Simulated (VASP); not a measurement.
# CuI (F-43m) in VASP: further runs

CuI is run at these levels: HF; tasks: single point.

Everything below comes from runs of VASP 6.6.1. Logs are shortened: lines on timing, memory, paths and dates and some standing lists are left out, and cuts for length are marked.

**1. The cell of the first run**

Symmetry: F-43m, No. 216, cubic system. The conventional cell has a = 5.939 Å, b = 5.939 Å, c = 5.939 Å, α = 90.00°, β = 90.00°, γ = 90.00°. I (site symmetry -43m) has 4 Cu at 2.57 Å within 3.4 Å. Within 3.4 Å of Cu (site symmetry -43m) lie 4 I at 2.57 Å.

**2. Single point, HF**

Contents of POSCAR:

```
CuI
1.0
    0.0000000000      2.9696152886      2.9696152886
    2.9696152886      0.0000000000      2.9696152886
    2.9696152886      2.9696152886      0.0000000000
I Cu
1 1
Direct
    0.0000000000      0.0000000000      0.0000000000
    0.7500000000      0.7500000000      0.7500000000
```

Contents of INCAR.step1:

```
PREC     = Accurate       # precision mode
ENCUT    = 520            # plane-wave cutoff, eV
EDIFF    = 1E-5           # SCF threshold, eV
ISMEAR   = -1             # smearing method
SIGMA    = 0.05           # smearing width, eV
LREAL    = False          # projectors in reciprocal space
LASPH    = True           # aspherical terms in the spheres
NELM     = 100            # most SCF steps
ALGO     = Normal         # electronic algorithm
ISIF     = 2              # what is computed and relaxed
LWAVE    = True           # write WAVECAR
LCHARG   = False          # write CHGCAR
NBANDS   = 16             # bands
GGA      = PE             # functional
```

Contents of INCAR.step2:

```
PREC     = Accurate       # precision mode
ENCUT    = 520            # plane-wave cutoff, eV
EDIFF    = 1E-6           # SCF threshold, eV
ISMEAR   = -1             # smearing method
SIGMA    = 0.05           # smearing width, eV
LREAL    = False          # projectors in reciprocal space
LASPH    = True           # aspherical terms in the spheres
NELM     = 100            # most SCF steps
ALGO     = Normal         # electronic algorithm
ISIF     = 2              # what is computed and relaxed
LWAVE    = False          # write WAVECAR
LCHARG   = False          # write CHGCAR
GGA      = PE             # functional
LHFCALC  = True           # exact exchange
AEXX     = 1.0            # exact-exchange fraction
ALDAC    = 0.0          
AGGAC    = 0.0          
PRECFOCK = Normal       
NBANDS   = 16             # bands
ISTART   = 1
```

Contents of KPOINTS:

```
regular mesh
0
Gamma
  4 4 4
```

Potentials or basis: VASP PAW PBE potentials, release 64 (I, Cu).

The run is started by

```bash
$ cat potpaw_PBE.64/I/POTCAR potpaw_PBE.64/Cu/POTCAR > POTCAR
$ cp INCAR.step1 INCAR
$ mpirun -np 1 vasp_std > vasp.out
$ cp INCAR.step2 INCAR
$ mpirun -np 1 vasp_std > vasp.out
```

OUTCAR:

```text
PREC = Accurate
   ENCUT = 520
   EDIFF = 1E-6
   ISMEAR = -1
   LREAL = False
   LASPH = True
   NELM = 100
   ISIF = 2
   GGA = PE
   LHFCALC = True
   AEXX = 1.0
   PRECFOCK = Normal
   ISTART = 1

 ion  position               nearest neighbor table
   1  0.000  0.000  0.000-   2 2.57   2 2.57   2 2.57   2 2.57
   2  0.750  0.750  0.750-   1 2.57   1 2.57   1 2.57   1 2.57

  LATTYP: Found a face centered cubic cell.
 ALAT       =     5.9392305772

  Lattice vectors:

 A1 = (   0.0000000000,   2.9696152886,   2.9696152886)
 A2 = (   2.9696152886,   0.0000000000,   2.9696152886)
 A3 = (   2.9696152886,   2.9696152886,   0.0000000000)

Analysis of symmetry for initial positions (statically):
=====================================================================
 Subroutine PRICEL returns:
 Original cell was already a primitive cell.

 Routine SETGRP: Setting up the symmetry group for a
 face centered cubic supercell.

 Subroutine GETGRP returns: Found 24 space group operations
 (whereof 24 operations were pure point group operations)
 out of a pool of 48 trial point group operations.

The static configuration has the point symmetry T_d .

Analysis of symmetry for dynamics (positions and initial velocities):
=====================================================================
 Subroutine PRICEL returns:
 Original cell was already a primitive cell.

 Routine SETGRP: Setting up the symmetry group for a
 face centered cubic supercell.

 Subroutine GETGRP returns: Found 24 space group operations
 (whereof 24 operations were pure point group operations)
 out of a pool of 48 trial point group operations.

The dynamic configuration has the point symmetry T_d .

 Subroutine INISYM returns: Found 24 space group operations
 (whereof 24 operations are pure point group operations),
 and found     1 'primitive' translations

----------------------------------------------------------------------------------------

                                     Primitive cell

  volume of cell :      52.3758

  direct lattice vectors                    reciprocal lattice vectors
     0.000000000  2.969615289  2.969615289    -0.168371978  0.168371978  0.168371978
[... 71 lines left out ...]
   EDIFFG = 0.1E-04   stopping-criterion for IOM
   NSW    =      0    number of steps for IOM
   IBRION =     -1    ionic relax: 0-MD 1-quasi-New 2-CG
   NFREE  =      0    steps in history (QN), initial steepest desc. (CG)
   ISIF   =      2    stress and relaxation
   ISYM   =      3    0-nonsym 1-usesym 2-fastsym
   POTIM  = 0.5000    time-step for ionic-motion
   TEBEG  =    0.0;   TEEND  =   0.0 temperature during run
   PSTRESS=    0.0 pullay stress
   NELECT =      18.0000    total number of electrons
   NUPDOWN=      -1.0000    fix difference up-down
   EMIN   =  10.00;   EMAX   =-10.00  energy-range for DOS
   EFERMI =   0.00;   METHOD = LEGACY
   ISMEAR =    -1;   SIGMA  =   0.05  broadening in eV -4-tet -1-fermi 0-gaus
   EFERMI_NEDOS =   21; number of points for ismear=-14 and -15
   IALGO  =     38    algorithm
   IMIX   =      1    mixing-type and parameters
     AMIX     =   0.40;   BMIX     =  1.00
     AMIX_MAG =   1.60;   BMIX_MAG =  1.00
  volume/ion in A,a.u.               =      26.19       176.72
  Fermi-wavevector in a.u.,A,eV,Ry     =   1.146715  2.166977 17.891052  1.314955
  Thomas-Fermi vector in A             =   2.283398
   LORBIT       =      0    0 simple, 1 ext, 2 COOP (PROOUT), +10 PAW based schemes
   GGA     = PE    functional components
   LHFCALC =     T    Hartree Fock is set to
   PRECFOCK=normal    Normal, Fast or Accurate (Low or Medium for compatibility)
   ENCUT4O =  -1.0   cutoff for four orbital integrals eV
   NKREDX  =     1    reduce k-point grid by
   NKREDY  =     1    reduce k-point grid by
   NKREDZ  =     1    reduce k-point grid by
   AEXX    =    1.0000 exact exchange contribution
   HFSCREEN=    0.0000 screening length (either q_TF or 0.3 A-1)
   HFSCREENC=   0.0000 screening length for correlation (either q_TF or 0.3 A-1)
   ENCUTFOCK=  -1.0 apply spherical cutoff to Coloumb kernel
   IVDW    =     0    specifies the selected vdW correction
   LEPSILON=     F    determine dielectric tensor
   LRPA    =     F    only Hartree local field effects (RPA)
 non-spin polarized calculation
  energy-cutoff  :      520.00
  volume of cell :       52.38
 maximum number of plane-waves:      1424
  NGX = 24; NGY = 24; NGZ = 24

 number of electron      17.9999993 magnetization

 Free energy of the ion-electron system (eV)
  ---------------------------------------------------
  ext. energy  EPLUGINS =         0.00000000
  ---------------------------------------------------
  free energy    TOTEN  =       -10.43778829 eV

  energy without entropy =      -10.43778829  energy(sigma->0) =      -10.43778829

 E-fermi :   2.3870     XC(G=0):   0.0000

 val. band max:        1.3060780483   @ k =   0.0000   0.0000   0.0000
 cond. band min:      11.2815047505   @ k =   0.0000   0.0000   0.0000
 fundamental gap:      9.9754267021
 Fermi energy:         2.3869591791

 k-point     1 :       0.0000    0.0000    0.0000
  band No.  band energies     occupation
      1     -16.3045      2.00000
      2      -5.2563      2.00000
      3      -5.2563      2.00000
      4      -5.2563      2.00000
      5      -4.2081      2.00000
      6      -4.2081      2.00000
[... 129 lines left out ...]
      3      -4.6926      2.00000
      4      -4.5956      2.00000
      5      -4.3109      2.00000
      6      -3.9318      2.00000
[... 8 lines left out ...]
     15      23.0809      0.00000
     16      23.1002      0.00000

------------------------ aborting loop because EDIFF is reached ----------------------------------------

  FORCE on cell =-STRESS in cart. coord.  units (eV):
  Direction    XX          YY          ZZ          XY          YZ          ZX
  --------------------------------------------------------------------------------------
  -------------------------------------------------------------------------------------
  Total        3.9540655      3.9540655      3.9540655     -0.0000000     -0.0000000      0.0000000
  in kB      120.9550122    120.9550122    120.9550122     -0.0000000     -0.0000000      0.0000000
  external PRESSURE =     120.9550122 kB  Pullay stress =       0.0000000 kB

 VOLUME and BASIS-vectors are now :
 -----------------------------------------------------------------------------
  energy-cutoff  :      520.00
  volume of cell :       52.38
      direct lattice vectors                 reciprocal lattice vectors
     0.000000000  2.969615289  2.969615289    -0.168371978  0.168371978  0.168371978
     2.969615289  0.000000000  2.969615289     0.168371978 -0.168371978  0.168371978
     2.969615289  2.969615289  0.000000000     0.168371978  0.168371978 -0.168371978

 POSITION                                       TOTAL-FORCE (eV/Angst)
 -----------------------------------------------------------------------------------
      0.00000      0.00000      0.00000         0.000000      0.000000      0.000000
      4.45442      4.45442      4.45442        -0.000000     -0.000000     -0.000000
 -----------------------------------------------------------------------------------
    total drift:                                0.000109      0.000115      0.000060

  FREE ENERGIE OF THE ION-ELECTRON SYSTEM (eV)
  ---------------------------------------------------
  free  energy   TOTEN  =       -10.4377882875 eV

  energy  without entropy=      -10.4377882874  energy(sigma->0) =      -10.43778829
```

OUTCAR.step1:

```text
PREC = Accurate
   ENCUT = 520
   EDIFF = 1E-5
   ISMEAR = -1
   LREAL = False
[... 354 lines left out ...]
      0.00000      0.00000      0.00000        -0.000000     -0.000000      0.000000
      4.45442      4.45442      4.45442         0.000000      0.000000     -0.000000
 -----------------------------------------------------------------------------------
    total drift:                               -0.000001     -0.000001     -0.000001

  FREE ENERGIE OF THE ION-ELECTRON SYSTEM (eV)
  ---------------------------------------------------
  free  energy   TOTEN  =        -5.4851778803 eV

  energy  without entropy=       -5.4851777315  energy(sigma->0) =       -5.48517781
```

Run time: 10 min. Hardware: 1 thread of Intel Xeon Platinum 8259CL at 2.50GHz (Skylake/Cascade Lake), shared host; peak memory 0.19 GiB.

What came out:

```
Free energy            : -10.4378 eV
Pressure               : 12.1 GPa
Band gap on the k mesh : 9.98 eV
```

Caveat: the k points lie up to 0.46 Å⁻¹ apart; the PAW data sets were made with another functional, which shifts forces and pressure a little; spin-orbit coupling is left out, which moves the levels of the heavy elements.

**3. Single point, HF**

This run uses another cell than the first one, of 26.75 Å³/atom.

Contents of POSCAR:

```
CuI
1.0
    0.0000000000      2.9905287613      2.9905287613
    2.9905287613      0.0000000000      2.9905287613
    2.9905287613      2.9905287613      0.0000000000
I Cu
1 1
Direct
    0.0000000000      0.0000000000      0.0000000000
    0.7500000000      0.7500000000      0.7500000000
```

Contents of INCAR.step1:

```
PREC = Accurate
ENCUT = 520
EDIFF = 1E-5
ISMEAR = -1
SIGMA = 0.05
LREAL = False
LASPH = True
NELM = 100
ALGO = Normal
ISIF = 2
LWAVE = True
GGA = PE
NBANDS = 16
```

Contents of INCAR.step2:

```
PREC = Accurate
ENCUT = 520
EDIFF = 1E-6
ISMEAR = -1
SIGMA = 0.05
LREAL = False
LASPH = True
NELM = 100
ALGO = Normal
ISIF = 2
LWAVE = False
LCHARG = True
GGA = PE
LHFCALC = True
AEXX = 1.0
ALDAC = 0.0
AGGAC = 0.0
PRECFOCK = Normal
LELF = True
LVHAR = True
ISTART = 1
NBANDS = 16
```

KPOINTS is that of step 2.

Potentials or basis: VASP PAW PBE potentials, release 64 (I, Cu).

The run is started by

```bash
$ cat potpaw_PBE.64/I/POTCAR potpaw_PBE.64/Cu/POTCAR > POTCAR
$ cp INCAR.step1 INCAR
$ mpirun -np 1 vasp_std > vasp.out
$ cp INCAR.step2 INCAR
$ mpirun -np 1 vasp_std > vasp.out
```

Run time: 9.5 min. Hardware: 1 thread of Intel Xeon Platinum 8259CL at 2.50GHz (Skylake/Cascade Lake), shared host; peak memory 0.19 GiB.

It converged, with:

- Free energy: -10.5174 eV
- Pressure: 10.7 GPa
- Band gap on the k mesh: 9.93 eV

Levels at points of the mesh, in eV from the valence-band top:
```
           k point  band 5  band 6  band 7  band 8  band 9  band 10  band 11  band 12  band 13  band 14
(0.00, 0.00, 0.00)   -5.40   -5.40    0.00    0.00    0.00     9.93    13.55    13.55    13.55    18.00
(0.50, 0.00, 0.00)   -5.39   -5.39   -5.28   -1.08   -1.08    10.87    13.89    13.89    15.91    19.01
(0.50, 0.50, 0.00)   -5.34   -5.34   -4.31   -2.79   -2.79    10.23    11.24    19.27    20.09    20.09
```

Caveat: the k points lie up to 0.45 Å⁻¹ apart; the PAW data sets were made with another functional, which shifts forces and pressure a little; spin-orbit coupling is left out, which moves the levels of the heavy elements. A k mesh can miss the band edges.
